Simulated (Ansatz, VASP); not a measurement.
One calculation of HfN, two programs

```
Hf N
1.0
    -0.06777    2.22512    2.22512
     2.22512   -0.06777    2.22512
     2.22512    2.22512   -0.06777
Hf N
1 1
Direct
  0.00000 0.00000 0.00000
  0.50000 0.50000 0.50000
```

Change from the starting cell: equal xy, yz and zx shear strains of -3 %.

Alike in both runs: task single point; functional PBE; k mesh 10 × 10 × 10; occupations fermi-dirac, width 0.03 eV; no spin polarisation.

|  | VASP | Ansatz |
| --- | --- | --- |
| version | VASP 6.6.1 | Ansatz 0.2.0 |
| potentials or method | VASP PAW PBE potentials, release 64 (Hf_pv, N), cutoff 520 eV | all-electron LAPW, scalar-relativistic |

|  | VASP | Ansatz | Ansatz less VASP |
| --- | --- | --- | --- |
| pressure (GPa) | 3.2 | 5.7 | +2.47 |
| traceless stress, the component that is largest in VASP (GPa) | 3.75 | 3.72 | -0.030 |

Ansatz ran all-electron here, and VASP with PAW potentials.

Neither program's run includes spin-orbit coupling.
